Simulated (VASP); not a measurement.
# Cs3Tl3N2 (P1) in VASP: single point with PBE

Aim: the single point of Cs3Tl3N2 with PBE.

Program: VASP 6.6.1. These are calculated values, not measurements. Logs are shortened: lines on timing, memory, paths and dates and some standing lists are left out, and cuts for length are marked.

## 1. The cell of the first run

The typed cell holds 8 atoms: a = 7.667 Å, b = 7.903 Å, c = 7.927 Å, α = 62.29°, β = 71.82°, γ = 73.74°.

## 2. Single point, PBE

Contents of INCAR:

```
ALGO = Normal
EDIFF = 1E-6
ENCUT = 600
GGA = PE
GGA_COMPAT = F
ISIF = 2
ISMEAR = 0
LASPH = T
LCHARG = T
LELF = T
LREAL = F
LVHAR = T
LWAVE = F
NBANDS = 48
NELM = 120
PREC = Accurate
SIGMA = 0.1
```

Contents of KPOINTS:

```
k-points
0
Gamma
  4 4 4
```

Contents of POSCAR:

```
Cs3Tl3N2
1.0
    7.6668969906      0.0000000000      0.0000000000
    2.2130551482      7.5872721780      0.0000000000
    2.4730322768      3.1180223580      6.8560926054
Cs Tl N
3 3 2
Direct
    0.5832865372      0.2736166849      0.0002783065
    0.3098401434      0.0006518638      0.7232680642
    0.0021620282      0.6594674977      0.3892885619
    0.8587690338      0.1358353321      0.4831235498
    0.0249803253      0.3786378124      0.0684776448
    0.8241284509      0.7807954313      0.8677193370
    0.4390629095      0.6784315994      0.5267819445
    0.4577705716      0.5925637784      0.4410625912
```

Potentials or basis: VASP PAW PBE potentials, release 64 (Cs_sv, Tl_d, N).

Launch:

```
> cat potpaw_PBE.64/Cs_sv/POTCAR potpaw_PBE.64/Tl_d/POTCAR potpaw_PBE.64/N/POTCAR > POTCAR
> mpirun -np 1 vasp_std > vasp.out
```

OUTCAR:

```text
EDIFF = 1E-6
   ENCUT = 600
   GGA = PE
   ISIF = 2
   ISMEAR = 0
   LASPH = T
   LREAL = F
   NELM = 120
   PREC = Accurate

 ion  position               nearest neighbor table
   1  0.583  0.274  0.000-
   2  0.310  0.001  0.723-
   3  0.002  0.659  0.389-
   4  0.859  0.136  0.483-   5 3.00   6 3.03
   5  0.025  0.379  0.068-   4 3.00   6 3.02
   6  0.824  0.781  0.868-   5 3.02   4 3.03
   7  0.439  0.678  0.527-   8 1.12
   8  0.458  0.593  0.441-   7 1.12

  LATTYP: Found a triclinic cell.
 ALAT       =     9.3440403437
 B/A-ratio  =     1.3973994296
 C/A-ratio  =     0.8763095042
 COS(alpha) =     0.0150917952
 COS(beta)  =     0.4617249883
 COS(gamma) =     0.7989678872

  Lattice vectors:

 A1 = (  -5.4538418424,   7.5872721780,   0.0000000000)
 A2 = (  -2.9808095656,  10.7052945360,   6.8560926054)
 A3 = (  -0.2599771286,   4.4692498200,  -6.8560926054)

Analysis of symmetry for initial positions (statically):
=====================================================================
 Subroutine PRICEL returns:
 Original cell was already a primitive cell.

 Routine SETGRP: Setting up the symmetry group for a
 triclinic supercell.

 Subroutine GETGRP returns: Found  1 space group operations
 (whereof  1 operations were pure point group operations)
 out of a pool of  2 trial point group operations.

The static configuration has the point symmetry C_1 .

Analysis of symmetry for dynamics (positions and initial velocities):
=====================================================================
 Subroutine PRICEL returns:
 Original cell was already a primitive cell.

 Routine SETGRP: Setting up the symmetry group for a
 triclinic supercell.

 Subroutine GETGRP returns: Found  1 space group operations
 (whereof  1 operations were pure point group operations)
 out of a pool of  2 trial point group operations.

The dynamic configuration has the point symmetry C_1 .

 Subroutine INISYM returns: Found  1 space group operations
 (whereof  1 operations are pure point group operations),
 and found     1 'primitive' translations

----------------------------------------------------------------------------------------

                                     Primitive cell

  volume of cell :     398.8246

  direct lattice vectors                    reciprocal lattice vectors
     7.666896991  0.000000000  0.000000000     0.130430864 -0.038044068 -0.029745439
     2.213055148  7.587272178  0.000000000     0.000000000  0.131799674 -0.059940020
     2.473032277  3.118022358  6.856092605     0.000000000  0.000000000  0.145855673

  length of vectors
     7.666896991  7.903436733  7.927418109     0.139083977  0.144789365  0.145855673

  position of ions in fractional coordinates (direct lattice)
     0.583286537  0.273616685  0.000278307
     0.309840143  0.000651864  0.723268064
     0.002162028  0.659467498  0.389288562
     0.858769034  0.135835332  0.483123550
     0.024980325  0.378637812  0.068477645
     0.824128451  0.780795431  0.867719337
     0.439062910  0.678431599  0.526781945
     0.457770572  0.592563778  0.441062591

  ion indices of the primitive-cell ions
   primitive index   ion index
                 1           1
                 2           2
                 3           3
                 4           4
                 5           5
                 6           6
                 7           7
                 8           8

----------------------------------------------------------------------------------------

 KPOINTS: k-points

Automatic generation of k-mesh.
 Grid dimensions read from file:
 generate k-points for:    4    4    4

 Generating k-lattice:

  Cartesian coordinates                     Fractional coordinates (reciprocal lattice)
     0.032607716 -0.009511017 -0.007436360     0.250000000 -0.000000000 -0.000000000
     0.000000000  0.032949919 -0.014985005     0.000000000  0.250000000  0.000000000
     0.000000000  0.000000000  0.036463918     0.000000000  0.000000000  0.250000000

  Length of vectors
     0.034770994  0.036197341  0.036463918

  Shift w.r.t. Gamma in fractional coordinates (k-lattice)
     0.000000000  0.000000000  0.000000000

 Subroutine IBZKPT returns following result:
 ===========================================

 Found     36 irreducible k-points:

 Following reciprocal coordinates:
            Coordinates               Weight
  0.000000  0.000000  0.000000      1.000000
  0.250000  0.000000 -0.000000      2.000000
  0.500000  0.000000 -0.000000      1.000000
  0.000000  0.250000 -0.000000      2.000000
  0.250000  0.250000 -0.000000      2.000000
  0.500000  0.250000 -0.000000      2.000000
[... 16 lines left out ...]
  0.000000 -0.250000  0.250000      2.000000
  0.250000 -0.250000  0.250000      2.000000
 [... further k-points ...]
   k-points           NKPTS =     36   k-points in BZ     NKDIM =     36   number of bands    NBANDS=     48
   number of dos      NEDOS =    301   number of ions     NIONS =      8
   total plane-waves  NPLWV = 262144
   dimension x,y,z NGX =    64 NGY =   64 NGZ =   64
   dimension x,y,z NGXF=   128 NGYF=  128 NGZF=  128
   ions per type =               3   3   2
   NGX,Y,Z   is equivalent  to a cutoff of  13.88, 13.46, 13.42 a.u.
   NGXF,Y,Z  is equivalent  to a cutoff of  27.76, 26.92, 26.84 a.u.
 SYSTEM =  unknown system
   PREC   = accura    normal or accurate (medium, high low for compatibility)
   ISTART =      0    job   : 0-new  1-cont  2-samecut
   ICHARG =      2    charge: 1-file 2-atom 10-const
   ISPIN  =      1    spin polarized calculation?
   LNONCOLLINEAR =      F non collinear calculations
   LSORBIT =      F    spin-orbit coupling
   LASPH  =      T    aspherical Exc in radial PAW
   ENCUT  =  600.0 eV  44.10 Ry    6.64 a.u.  15.31 15.79 15.83*2*pi/ulx,y,z
   NELM   =    120;   NELMIN=  2; NELMDL= -5     # of ELM steps
   EDIFF  = 0.1E-05   stopping-criterion for ELM
   LREAL  =      F    real-space projection
   EDIFFG = 0.1E-04   stopping-criterion for IOM
   NSW    =      0    number of steps for IOM
   IBRION =     -1    ionic relax: 0-MD 1-quasi-New 2-CG
   NFREE  =      0    steps in history (QN), initial steepest desc. (CG)
   ISIF   =      2    stress and relaxation
   ISYM   =      2    0-nonsym 1-usesym 2-fastsym
   POTIM  = 0.5000    time-step for ionic-motion
   TEBEG  =    0.0;   TEEND  =   0.0 temperature during run
   PSTRESS=    0.0 pullay stress
   NELECT =      76.0000    total number of electrons
   NUPDOWN=      -1.0000    fix difference up-down
   EMIN   =  10.00;   EMAX   =-10.00  energy-range for DOS
   EFERMI =   0.00;   METHOD = LEGACY
   ISMEAR =     0;   SIGMA  =   0.10  broadening in eV -4-tet -1-fermi 0-gaus
   EFERMI_NEDOS =   21; number of points for ismear=-14 and -15
   IALGO  =     38    algorithm
   IMIX   =      4    mixing-type and parameters
     AMIX     =   0.40;   BMIX     =  1.00
     AMIX_MAG =   1.60;   BMIX_MAG =  1.00
  volume/ion in A,a.u.               =      49.85       336.43
  Fermi-wavevector in a.u.,A,eV,Ry     =   0.942075  1.780263 12.075237  0.887505
  Thomas-Fermi vector in A             =   2.069648
   LORBIT       =      0    0 simple, 1 ext, 2 COOP (PROOUT), +10 PAW based schemes
   GGA     = PE    functional components
   LHFCALC =     F    Hartree Fock is set to
   AEXX    =    0.0000 exact exchange contribution
   IVDW    =     0    specifies the selected vdW correction
   LEPSILON=     F    determine dielectric tensor
   LRPA    =     F    only Hartree local field effects (RPA)
 non-spin polarized calculation
 Gauss-broadening in eV      SIGMA  =   0.10
  energy-cutoff  :      600.00
  volume of cell :      398.82
 maximum number of plane-waves:     13340
 NGX is ok and might be reduce to    64
   NGX = 31   NGY = 31   NGZ = 31

 number of electron      76.0000001 magnetization

 Free energy of the ion-electron system (eV)
  ---------------------------------------------------
  ext. energy  EPLUGINS =         0.00000000
  ---------------------------------------------------
  free energy    TOTEN  =       -26.02824852 eV

  energy without entropy =      -26.00074725  energy(sigma->0) =      -26.01449789

 E-fermi :   2.0119     XC(G=0):  -6.9465

 val. band max:        2.0094204906   @ k =   0.5000   0.0000  -0.0000
 cond. band min:       2.0140475822   @ k =   0.2500  -0.2500   0.2500
 fundamental gap:      0.0046270916
 Fermi energy:         2.0118730022

 k-point     1 :       0.0000    0.0000    0.0000
  band No.  band energies     occupation
      1     -23.0435      2.00000
      2     -21.3762      2.00000
      3     -21.3648      2.00000
      4     -21.2776      2.00000
      5      -9.9648      2.00000
      6      -9.8525      2.00000
[... 40 lines left out ...]
     47       4.5327      0.00000
     48       4.8280      0.00000

 k-point     2 :       0.2500    0.0000   -0.0000
  band No.  band energies     occupation
      1     -23.0434      2.00000
      2     -21.3756      2.00000
      3     -21.3653      2.00000
      4     -21.2778      2.00000
      5      -9.9645      2.00000
      6      -9.8523      2.00000
[... 40 lines left out ...]
     47       4.3683      0.00000
     48       4.8763      0.00000

 k-point     3 :       0.5000    0.0000   -0.0000
  band No.  band energies     occupation
      1     -23.0433      2.00000
      2     -21.3749      2.00000
      3     -21.3659      2.00000
      4     -21.2781      2.00000
      5      -9.9643      2.00000
      6      -9.8522      2.00000
[... 40 lines left out ...]
     47       4.3658      0.00000
     48       4.9365      0.00000

 k-point     4 :       0.0000    0.2500   -0.0000
  band No.  band energies     occupation
      1     -23.0435      2.00000
      2     -21.3751      2.00000
      3     -21.3657      2.00000
      4     -21.2777      2.00000
      5     -10.0061      2.00000
      6      -9.8403      2.00000
[... 958 lines left out ...]
     47       4.3341      0.00000
     48       4.6824      0.00000

 k-point    23 :       0.0000   -0.2500    0.2500
  band No.  band energies     occupation
      1     -23.0434      2.00000
      2     -21.3733      2.00000
      3     -21.3673      2.00000
      4     -21.2779      2.00000
      5     -10.0376      2.00000
      6      -9.8120      2.00000
[... 40 lines left out ...]
     47       4.2251      0.00000
     48       4.6956      0.00000

 k-point    24 :       0.2500   -0.2500    0.2500
  band No.  band energies     occupation
      1     -23.0433      2.00000
      2     -21.3730      2.00000
      3     -21.3676      2.00000
      4     -21.2781      2.00000
      5     -10.0376      2.00000
      6      -9.8123      2.00000
[... 40 lines left out ...]
     47       4.2598      0.00000
     48       4.6969      0.00000

 [... further k-points ...]

------------------------ aborting loop because EDIFF is reached ----------------------------------------

  FORCE on cell =-STRESS in cart. coord.  units (eV):
  Direction    XX          YY          ZZ          XY          YZ          ZX
  --------------------------------------------------------------------------------------
  -------------------------------------------------------------------------------------
  Total        0.0468131      0.9735934      0.2113387      0.1635910      0.8239128      0.1694679
  in kB        0.1880597      3.9111658      0.8490001      0.6571857      3.3098617      0.6807946
  external PRESSURE =       1.6494085 kB  Pullay stress =       0.0000000 kB

 VOLUME and BASIS-vectors are now :
 -----------------------------------------------------------------------------
  energy-cutoff  :      600.00
  volume of cell :      398.82
      direct lattice vectors                 reciprocal lattice vectors
     7.666896991  0.000000000  0.000000000     0.130430864 -0.038044068 -0.029745439
     2.213055148  7.587272178  0.000000000     0.000000000  0.131799674 -0.059940020
     2.473032277  3.118022358  6.856092605     0.000000000  0.000000000  0.145855673

 POSITION                                       TOTAL-FORCE (eV/Angst)
 -----------------------------------------------------------------------------------
      5.07821      2.07687      0.00191         0.005605     -0.005864      0.004184
      4.16562      2.26011      4.95879        -0.004029      0.010972      0.004916
      2.43874      6.21737      2.66900         0.008398      0.010712      0.009519
      8.07948      2.53701      3.31234        -0.017783     -0.020171      0.057017
      1.19882      3.08634      0.46949         0.033887     -0.054749     -0.033335
     10.19235      8.62968      5.94916        -0.024866      0.055790     -0.041778
      6.17041      6.78996      3.61167         0.300156      1.065767      0.671975
      5.91182      5.87119      3.02397        -0.301367     -1.062457     -0.672499
 -----------------------------------------------------------------------------------
    total drift:                               -0.000315     -0.000624     -0.000445

  FREE ENERGIE OF THE ION-ELECTRON SYSTEM (eV)
  ---------------------------------------------------
  free  energy   TOTEN  =       -26.0282485228 eV

  energy  without entropy=      -26.0007472487  energy(sigma->0) =      -26.01449789
```

Wall time 45 min (1 thread of Intel Xeon 8259CL, shared host); peak memory 1 GiB.

Results:

- Free energy: -26.0282 eV
- Pressure: 0.2 GPa
- Largest force: 1.295 eV/Å
- Band gap on the k mesh: zero (bands 38 and 39 overlap by 0.22 eV)

Forces on the atoms (eV/Å):
```
Cs   0.006 -0.006  0.004
Cs  -0.004  0.011  0.005
Cs   0.008  0.011  0.010
Tl  -0.018 -0.020  0.057
Tl   0.034 -0.055 -0.033
Tl  -0.025  0.056 -0.042
N    0.300  1.066  0.672
N   -0.301 -1.062 -0.672
```

Stress tensor (GPa, compression positive):
```
0.02 0.07 0.07
0.07 0.39 0.33
0.07 0.33 0.08
```

Levels at points of the mesh, in eV from the Fermi level:
```csv
k point,band 34,band 35,band 36,band 37,band 38,band 39,band 40,band 41,band 42,band 43
"(0.00, 0.00, 0.00)",-5.41,-5.26,-0.63,-0.39,-0.09,0.20,0.41,0.50,0.79,0.86
"(0.50, 0.00, 0.00)",-5.35,-5.27,-1.09,-0.46,0.00,0.14,0.29,0.65,0.72,1.12
"(0.00, 0.50, 0.00)",-6.82,-3.90,-0.94,-0.36,-0.21,0.01,0.36,0.55,0.72,1.15
"(0.50, 0.50, 0.00)",-6.72,-3.88,-1.11,-0.59,-0.45,-0.07,0.28,0.47,0.81,1.37
"(0.00, 0.00, 0.50)",-6.84,-3.90,-0.94,-0.34,-0.15,0.12,0.39,0.39,0.75,1.17
"(0.50, 0.00, 0.50)",-6.74,-3.91,-0.99,-0.59,-0.44,-0.07,0.36,0.56,0.68,1.47
"(0.00, 0.50, 0.50)",-5.49,-5.21,-1.17,-0.63,0.12,0.36,0.58,0.63,0.77,0.84
"(0.50, 0.50, 0.50)",-5.37,-5.24,-1.40,-0.81,-0.08,0.27,0.45,0.52,0.91,1.20
```

Caveat: the standard files for N, O and F lose accuracy on very short bonds; spin-orbit coupling is left out, which moves the levels of the heavy elements; forces of over 1 eV/Å act on the atoms, so gaps and moduli don't describe the material at rest.
